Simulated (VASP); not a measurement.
# Sn4Se3 (Im-3m) in VASP: single point with PBE

Aim: the single point of Sn4Se3 with PBE.

All numbers are computed with VASP 6.6.1; they aren't measurements. Logs are shortened: lines on timing, memory, paths and dates and some standing lists are left out, and cuts for length are marked.

## (1) The cell of the first run

Symmetry: Im-3m, No. 229, cubic system. The conventional cell has a = 7.312 Å, b = 7.312 Å, c = 7.312 Å, α = 90.00°, β = 90.00°, γ = 90.00°. Sn (site symmetry -3m) has 6 Se at 3.17 Å and 6 Sn at 3.66 Å within 4.2 Å. Se (site symmetry 4/mmm) has 8 Sn at 3.17 Å and 4 Se at 3.66 Å within 4.2 Å.

The cell was built from a structure type or drawn by symmetry, and may not be a known phase.

## (2) Single point, PBE

INCAR reads:

```
ALGO = Normal
EDIFF = 1E-6
ENCUT = 500
GGA = PE
GGA_COMPAT = F
ISIF = 2
ISMEAR = 0
LASPH = T
LCHARG = F
LREAL = F
LWAVE = F
NBANDS = 46
NELM = 120
PREC = Accurate
SIGMA = 0.2
```

KPOINTS reads:

```
k-points
0
Gamma
  3 3 3
```

POSCAR reads:

```
Sn4Se3
1.0
   -3.6558116621      3.6558116621      3.6558116621
    3.6558116621     -3.6558116621      3.6558116621
    3.6558116621      3.6558116621     -3.6558116621
Sn Se
4 3
Direct
    0.5000000000      0.5000000000      0.5000000000
    0.0000000000      0.0000000000      0.5000000000
    0.0000000000      0.5000000000      0.0000000000
    0.5000000000      0.0000000000      0.0000000000
    0.0000000000      0.5000000000      0.5000000000
    0.5000000000      0.0000000000      0.5000000000
    0.5000000000      0.5000000000      0.0000000000
```

Potentials or basis: VASP PAW PBE potentials, release 64 (Sn_d, Se).

On the command line:

```
> cat potpaw_PBE.64/Sn_d/POTCAR potpaw_PBE.64/Se/POTCAR > POTCAR
> mpirun -np 1 vasp_std > vasp.out
```

OUTCAR:

```text
EDIFF = 1E-6
   ENCUT = 500
   GGA = PE
   ISIF = 2
   ISMEAR = 0
   LASPH = T
   LREAL = F
   NELM = 120
   PREC = Accurate

 ion  position               nearest neighbor table
   1  0.500  0.500  0.500-   5 3.17   6 3.17   7 3.17   7 3.17   6 3.17   5 3.17   2 3.66   3 3.66
                             4 3.66   4 3.66   3 3.66   2 3.66
   2  0.000  0.000  0.500-   5 3.17   6 3.17   7 3.17   5 3.17   6 3.17   7 3.17   1 3.66   3 3.66
                             3 3.66   4 3.66   1 3.66   4 3.66
   3  0.000  0.500  0.000-   5 3.17   6 3.17   7 3.17   5 3.17   7 3.17   6 3.17   1 3.66   2 3.66
                             2 3.66   1 3.66   4 3.66   4 3.66
   4  0.500  0.000  0.000-   5 3.17   6 3.17   7 3.17   6 3.17   7 3.17   5 3.17   1 3.66   2 3.66
                             1 3.66   2 3.66   3 3.66   3 3.66
   5  0.000  0.500  0.500-   1 3.17   2 3.17   3 3.17   4 3.17   3 3.17   2 3.17   1 3.17   4 3.17

   6  0.500  0.000  0.500-   1 3.17   2 3.17   3 3.17   4 3.17   4 3.17   1 3.17   2 3.17   3 3.17

   7  0.500  0.500  0.000-   1 3.17   2 3.17   3 3.17   4 3.17   1 3.17   4 3.17   3 3.17   2 3.17

  LATTYP: Found a body centered cubic cell.
 ALAT       =     7.3116233242

  Lattice vectors:

 A1 = (  -3.6558116621,   3.6558116621,   3.6558116621)
 A2 = (   3.6558116621,  -3.6558116621,   3.6558116621)
 A3 = (   3.6558116621,   3.6558116621,  -3.6558116621)

Analysis of symmetry for initial positions (statically):
=====================================================================
 Subroutine PRICEL returns:
 Original cell was already a primitive cell.

 Routine SETGRP: Setting up the symmetry group for a
 body centered cubic supercell.

 Subroutine GETGRP returns: Found 48 space group operations
 (whereof 48 operations were pure point group operations)
 out of a pool of 48 trial point group operations.

The static configuration has the point symmetry O_h .

Analysis of symmetry for dynamics (positions and initial velocities):
=====================================================================
 Subroutine PRICEL returns:
 Original cell was already a primitive cell.

 Routine SETGRP: Setting up the symmetry group for a
 body centered cubic supercell.

 Subroutine GETGRP returns: Found 48 space group operations
 (whereof 48 operations were pure point group operations)
 out of a pool of 48 trial point group operations.

The dynamic configuration has the point symmetry O_h .

 Subroutine INISYM returns: Found 48 space group operations
 (whereof 48 operations are pure point group operations),
 and found     1 'primitive' translations

----------------------------------------------------------------------------------------

                                     Primitive cell

  volume of cell :     195.4391

  direct lattice vectors                    reciprocal lattice vectors
    -3.655811662  3.655811662  3.655811662     0.000000000  0.136768534  0.136768534
     3.655811662 -3.655811662  3.655811662     0.136768534  0.000000000  0.136768534
     3.655811662  3.655811662 -3.655811662     0.136768534  0.136768534  0.000000000

  length of vectors
     6.332051542  6.332051542  6.332051542     0.193419915  0.193419915  0.193419915

  position of ions in fractional coordinates (direct lattice)
     0.500000000  0.500000000  0.500000000
     0.000000000  0.000000000  0.500000000
     0.000000000  0.500000000  0.000000000
     0.500000000  0.000000000  0.000000000
     0.000000000  0.500000000  0.500000000
     0.500000000  0.000000000  0.500000000
     0.500000000  0.500000000  0.000000000

  ion indices of the primitive-cell ions
   primitive index   ion index
                 1           1
                 2           2
                 3           3
                 4           4
                 5           5
                 6           6
                 7           7

----------------------------------------------------------------------------------------

 KPOINTS: k-points

Automatic generation of k-mesh.
 Grid dimensions read from file:
 generate k-points for:    3    3    3

 Generating k-lattice:

  Cartesian coordinates                     Fractional coordinates (reciprocal lattice)
     0.000000000  0.045589511  0.045589511     0.333333333  0.000000000  0.000000000
     0.045589511  0.000000000  0.045589511     0.000000000  0.333333333  0.000000000
     0.045589511  0.045589511  0.000000000     0.000000000  0.000000000  0.333333333

  Length of vectors
     0.064473305  0.064473305  0.064473305

  Shift w.r.t. Gamma in fractional coordinates (k-lattice)
     0.000000000  0.000000000  0.000000000

 Subroutine IBZKPT returns following result:
 ===========================================

 Found      4 irreducible k-points:

 Following reciprocal coordinates:
            Coordinates               Weight
  0.000000  0.000000  0.000000      1.000000
  0.333333  0.000000  0.000000     12.000000
  0.333333  0.333333  0.000000      8.000000
 -0.333333  0.333333  0.333333      6.000000
   k-points           NKPTS =      4   k-points in BZ     NKDIM =      4   number of bands    NBANDS=     46
   number of dos      NEDOS =    301   number of ions     NIONS =      7
   total plane-waves  NPLWV = 110592
   dimension x,y,z NGX =    48 NGY =   48 NGZ =   48
   dimension x,y,z NGXF=    96 NGYF=   96 NGZF=   96
   ions per type =               4   3
   NGX,Y,Z   is equivalent  to a cutoff of  12.60, 12.60, 12.60 a.u.
   NGXF,Y,Z  is equivalent  to a cutoff of  25.20, 25.20, 25.20 a.u.
 SYSTEM =  unknown system
   PREC   = accura    normal or accurate (medium, high low for compatibility)
   ISTART =      0    job   : 0-new  1-cont  2-samecut
   ICHARG =      2    charge: 1-file 2-atom 10-const
   ISPIN  =      1    spin polarized calculation?
   LNONCOLLINEAR =      F non collinear calculations
   LSORBIT =      F    spin-orbit coupling
   LASPH  =      T    aspherical Exc in radial PAW
   ENCUT  =  500.0 eV  36.75 Ry    6.06 a.u.  11.54 11.54 11.54*2*pi/ulx,y,z
   NELM   =    120;   NELMIN=  2; NELMDL= -5     # of ELM steps
   EDIFF  = 0.1E-05   stopping-criterion for ELM
   LREAL  =      F    real-space projection
   EDIFFG = 0.1E-04   stopping-criterion for IOM
   NSW    =      0    number of steps for IOM
   IBRION =     -1    ionic relax: 0-MD 1-quasi-New 2-CG
   NFREE  =      0    steps in history (QN), initial steepest desc. (CG)
   ISIF   =      2    stress and relaxation
   ISYM   =      2    0-nonsym 1-usesym 2-fastsym
   POTIM  = 0.5000    time-step for ionic-motion
   TEBEG  =    0.0;   TEEND  =   0.0 temperature during run
   PSTRESS=    0.0 pullay stress
   NELECT =      74.0000    total number of electrons
   NUPDOWN=      -1.0000    fix difference up-down
   EMIN   =  10.00;   EMAX   =-10.00  energy-range for DOS
   EFERMI =   0.00;   METHOD = LEGACY
   ISMEAR =     0;   SIGMA  =   0.20  broadening in eV -4-tet -1-fermi 0-gaus
   EFERMI_NEDOS =   21; number of points for ismear=-14 and -15
   IALGO  =     38    algorithm
   IMIX   =      4    mixing-type and parameters
     AMIX     =   0.40;   BMIX     =  1.00
     AMIX_MAG =   1.60;   BMIX_MAG =  1.00
  volume/ion in A,a.u.               =      27.92       188.41
  Fermi-wavevector in a.u.,A,eV,Ry     =   1.184354  2.238105 19.084821  1.402695
  Thomas-Fermi vector in A             =   2.320570
   LORBIT       =      0    0 simple, 1 ext, 2 COOP (PROOUT), +10 PAW based schemes
   GGA     = PE    functional components
   LHFCALC =     F    Hartree Fock is set to
   AEXX    =    0.0000 exact exchange contribution
   IVDW    =     0    specifies the selected vdW correction
   LEPSILON=     F    determine dielectric tensor
   LRPA    =     F    only Hartree local field effects (RPA)
 non-spin polarized calculation
 Gauss-broadening in eV      SIGMA  =   0.20
  energy-cutoff  :      500.00
  volume of cell :      195.44
 maximum number of plane-waves:      4987
 NGX is ok and might be reduce to    48
   NGX = 23   NGY = 23   NGZ = 23

 number of electron      74.0000041 magnetization

 Free energy of the ion-electron system (eV)
  ---------------------------------------------------
  ext. energy  EPLUGINS =         0.00000000
  ---------------------------------------------------
  free energy    TOTEN  =       -26.51635950 eV

  energy without entropy =      -26.40926677  energy(sigma->0) =      -26.46281314

 E-fermi :   5.7963     XC(G=0):  -9.6411

 val. band max:        5.7306018535   @ k =   0.3333   0.0000   0.0000
 cond. band min:       5.8648215111   @ k =  -0.3333   0.3333   0.3333
 fundamental gap:      0.1342196576
 Fermi energy:         5.7962608746

 k-point     1 :       0.0000    0.0000    0.0000
  band No.  band energies     occupation
      1     -16.0387      2.00000
      2     -16.0387      2.00000
      3     -16.0093      2.00000
      4     -16.0093      2.00000
      5     -16.0020      2.00000
      6     -16.0020      2.00000
[... 38 lines left out ...]
     45      10.2521      0.00000
     46      10.3579      0.00000

 k-point     2 :       0.3333    0.0000    0.0000
  band No.  band energies     occupation
      1     -16.0286      2.00000
      2     -16.0197      2.00000
      3     -16.0104      2.00000
      4     -15.9968      2.00000
      5     -15.9943      2.00000
      6     -15.9932      2.00000
[... 38 lines left out ...]
     45       9.8669      0.00000
     46       9.8742      0.00000

 k-point     3 :       0.3333    0.3333    0.0000
  band No.  band energies     occupation
      1     -16.0116      2.00000
      2     -16.0109      2.00000
      3     -16.0109      2.00000
      4     -16.0009      2.00000
      5     -15.9986      2.00000
      6     -15.9986      2.00000
[... 38 lines left out ...]
     45       8.0941      0.00000
     46       9.3257      0.00000

 k-point     4 :      -0.3333    0.3333    0.3333
  band No.  band energies     occupation
      1     -16.0327      2.00000
      2     -16.0211      2.00000
      3     -16.0211      2.00000
      4     -16.0112      2.00000
      5     -15.9999      2.00000
      6     -15.9999      2.00000
[... 38 lines left out ...]
     45       8.9676      0.00000
     46       9.4257      0.00000

------------------------ aborting loop because EDIFF is reached ----------------------------------------

  FORCE on cell =-STRESS in cart. coord.  units (eV):
  Direction    XX          YY          ZZ          XY          YZ          ZX
  --------------------------------------------------------------------------------------
  -------------------------------------------------------------------------------------
  Total       -0.4209960     -0.4209960     -0.4209960      0.0000000     -0.0000000      0.0000000
  in kB       -3.4512555     -3.4512555     -3.4512555      0.0000000     -0.0000000      0.0000000
  external PRESSURE =      -3.4512555 kB  Pullay stress =       0.0000000 kB

 VOLUME and BASIS-vectors are now :
 -----------------------------------------------------------------------------
  energy-cutoff  :      500.00
  volume of cell :      195.44
      direct lattice vectors                 reciprocal lattice vectors
    -3.655811662  3.655811662  3.655811662     0.000000000  0.136768534  0.136768534
     3.655811662 -3.655811662  3.655811662     0.136768534  0.000000000  0.136768534
     3.655811662  3.655811662 -3.655811662     0.136768534  0.136768534  0.000000000

 POSITION                                       TOTAL-FORCE (eV/Angst)
 -----------------------------------------------------------------------------------
      1.82791      1.82791      1.82791        -0.000000     -0.000000      0.000000
      1.82791      1.82791     -1.82791         0.000000     -0.000000      0.000000
      1.82791     -1.82791      1.82791         0.000000      0.000000     -0.000000
     -1.82791      1.82791      1.82791        -0.000000      0.000000     -0.000000
      3.65581      0.00000      0.00000        -0.000000      0.000000      0.000000
      0.00000      3.65581      0.00000         0.000000     -0.000000      0.000000
      0.00000      0.00000      3.65581        -0.000000      0.000000      0.000000
 -----------------------------------------------------------------------------------
    total drift:                                0.000000      0.000000     -0.000000

  FREE ENERGIE OF THE ION-ELECTRON SYSTEM (eV)
  ---------------------------------------------------
  free  energy   TOTEN  =       -26.5163595015 eV

  energy  without entropy=      -26.4092667686  energy(sigma->0) =      -26.46281314
```

It took 29 s on 1 thread of AMD EPYC 9R45 (Zen 5), shared host; peak memory 0.29 GiB.

What came out:

- Free energy: -26.5164 eV
- Pressure: -0.3 GPa
- Band gap on the k mesh: zero (bands 37 and 38 overlap by 1.84 eV)

Levels at points of the mesh, in eV from the Fermi level:
```csv
k point,band 34,band 35,band 36,band 37,band 38,band 39,band 40,band 41
"(0.00, 0.00, 0.00)",-1.58,-1.58,-1.58,1.91,1.91,1.91,2.94,3.91
```

Caveat: the k points lie up to 0.41 Å⁻¹ apart, too coarse for converged energies and pressures of a metal; spin-orbit coupling is left out, which moves the levels of the heavy elements.
